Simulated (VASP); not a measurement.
Input of a VASP 6.6.1 run:

File INCAR:

```
SYSTEM = PtS2
PREC = Accurate
ENCUT = 520
EDIFF = 1E-6
ISMEAR = 0
SIGMA = 0.05
LREAL = .FALSE.
LASPH = .TRUE.
NELM = 80
ALGO = Normal
ISIF = 2
LWAVE = .FALSE.
LCHARG = .FALSE.
GGA = PE
NBANDS = 18
```

KPOINTS

```
regular mesh
0
G
  12 12 8
  0 0 0
```

POSCAR

```
PtS2
1.0
    3.5431994758      0.0000000000      0.0000000000
   -1.7715997379      3.0685007567      0.0000000000
    0.0000000000      0.0000000000      5.0388000000
Pt S
1 2
Direct
    0.0000000000      0.0000000000      0.0000000000
    0.3333333333      0.6666666667      0.2797689926
    0.6666666667      0.3333333333      0.7500000000
```

Potentials or basis: VASP PAW PBE potentials, release 64 (Pt, S).

The run is started by

```bash
$ cat potpaw_PBE.64/Pt/POTCAR potpaw_PBE.64/S/POTCAR > POTCAR
$ mpirun -np 1 vasp_std > vasp.out
```

**Question.** Estimate the band gap on the k mesh.

**Answer.** 0.11 eV (least direct gap 0.69 eV).

**Question.** Predict the pressure.

**Answer.** -2.6 GPa.

**Question.** Estimate the largest force.

**Answer.** 1.717 eV/Å.

Stress tensor (GPa, compression positive):
```
-0.96  0.00  0.00
 0.00 -0.96  0.00
 0.00  0.00 -5.93
```

Caveat: the cell differs from its parent crystal (atom 2 (S) moved by (+0.000, +0.150) A along [1 1 0] and z); spin-orbit coupling is left out, which moves the levels of the heavy elements; forces of over 1 eV/Å act on the atoms, so gaps and moduli don't describe the material at rest. A k mesh can miss the band edges.
